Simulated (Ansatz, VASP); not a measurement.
CoO in VASP and in Ansatz

```
Co O
1.0
     0.00000    2.13150    2.13150
     2.13150    0.00000    2.13150
     2.13150    2.13150    0.00000
Co O
1 1
Direct
  0.00000 0.00000 0.00000
  0.50000 0.50000 0.50000
```

Alike in both runs: task relaxation of cell and atoms; functional BLYP; dispersion D3(BJ); k mesh 11 × 11 × 11; occupations fermi-dirac, width 0.05 eV; collinear spin.

```csv
,VASP,Ansatz
version,VASP 6.6.1,Ansatz 0.2.0
potentials or method,"VASP PAW PBE potentials, release 64 (Co, O)",Ansatz PAW
plane-wave cutoff (eV),600,420
valence electrons in the cell,15,23
```

|  | VASP | Ansatz | Ansatz less VASP |
| --- | --- | --- | --- |
| net moment per atom (μB) | 1.23 | 1.40 | +0.174 |
| size of the moment on the site where the two differ most (μB) | 2.23 | 2.40 | +0.173 |
| relaxed volume (Å³/atom) | 9.34 | 9.65 | +0.303 |
| relaxed cell length with the largest relative difference (Å) | 2.979 | 3.010 | +0.0319 |

The net moments are unlike, so the other rows may belong to different states. VASP's potentials were made for PBE, not for BLYP. Site moments also hang on the region over which each program counts them. VASP's potentials hold 15 valence electrons a cell and Ansatz's 23, so a difference there can come from the potentials and not from the codes.

Noted on Ansatz's run: the plane-wave basis is chosen anew once the cell has moved, so the energies of steps on either side of that aren't comparable.
